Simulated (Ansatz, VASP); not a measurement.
## Cr in VASP and in Ansatz

Contents of INCAR:

```
PREC     = Accurate       # precision mode
ENCUT    = 500            # plane-wave cutoff, eV
EDIFF    = 1E-6           # SCF threshold, eV
ISMEAR   = -1             # smearing method
SIGMA    = 0.1            # smearing width, eV
LREAL    = False          # projectors in reciprocal space
LASPH    = True           # aspherical terms in the spheres
NELM     = 200            # most SCF steps
ALGO     = Normal         # electronic algorithm
ISIF     = 2              # what is computed and relaxed
LWAVE    = False          # write WAVECAR
LCHARG   = False          # write CHGCAR
ISPIN    = 2              # spin polarisation
MAGMOM   = 0              # initial moments
LORBIT   = 11             # projections on sites
LMAXMIX  = 4              # l up to which the mixer works
GGA      = PE             # functional
NBANDS   = 16             # bands
GGA_COMPAT= False
```

KPOINTS

```
regular mesh
0
Gamma
  8 8 8
```

The input POSCAR:

```
Cr
1.0
   -1.5069310000      1.5069310000      1.5069310000
    1.5069310000     -1.5069310000      1.5069310000
    1.5069310000      1.5069310000     -1.5069310000
Cr
1
Direct
    0.0000000000      0.0000000000      0.0000000000
```

Input for Ansatz:

```yaml
crystal:
  lattice:
    - [-1.506931, 1.506931, 1.506931]
    - [1.506931, -1.506931, 1.506931]
    - [1.506931, 1.506931, -1.506931]
  atoms:
    - { symbol: Cr, position: [0, 0, 0] }
kpoints:
  mp_grid: { grid: [8, 8, 8], shift: [0, 0, 0] }
hamiltonian:
  xc: pbe
  pseudopotentials: { kind: nc }
scf:
  occupations: { method: fermi_dirac }
magnetization:
  spin_polarized: true
```

Alike in both runs: task single point; functional PBE; k mesh 8 × 8 × 8; collinear spin.

```csv
,VASP,Ansatz
version,VASP 6.6.1,Ansatz 0.2 development build
potentials or method,"VASP PAW PBE potentials, release 64 (Cr_pv)",scalar-relativistic
plane-wave cutoff (eV),500,1279
occupations,"fermi-dirac, width 0.1 eV",fermi-dirac
```

```tsv
	VASP	Ansatz	Ansatz less VASP
net moment per atom (μB)	0.00	0.00	0.000
```

The k mesh is coarse, so the values compare programs but aren't converged.
